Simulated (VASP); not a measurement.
Ru:

```
Ru
1.0
     2.66923    0.00000    0.00000
    -1.33462    2.31162    0.00000
     0.00000    0.00000    4.22403
Ru
2
Cartesian
  1.3346 0.7705 3.1680
  0.0000 1.5411 1.0560
```

Base run:

```yaml
Program: VASP 6.6.1
Functional: BLYP
Dispersion: D4
Potentials_or_basis: VASP PAW PBE potentials, release 64 (Ru_pv)
Cutoff: 520 eV
k_mesh: 11 × 11 × 6
Occupations: fermi-dirac, width 0.05 eV
Spin: no spin polarisation
```

Its results: band gap on the k mesh zero (band 14 reaches 15.73 eV, above the bottom of band 15 at 12.46 eV); pressure 23.0 GPa.

Task: After a change of settings the same cell gave: band gap on the k mesh zero (band 14 reaches 15.20 eV, above the bottom of band 15 at 11.93 eV); pressure 13.3 GPa. Which change was it?
A. functional from BLYP to PBE
B. functional from BLYP to revPBE; dispersion from D4 to D3(BJ)
C. functional from BLYP to PBEsol; dispersion from D4 to D3(BJ)
D. dispersion from D4 to none

Result: A.

PBE binds more tightly than BLYP, so the same cell stands under less pressure.

Caveats: pairwise dispersion overbinds metals, which lowers pressure and volume; the PAW data sets were made with another functional, which shifts forces and pressure a little (some runs).
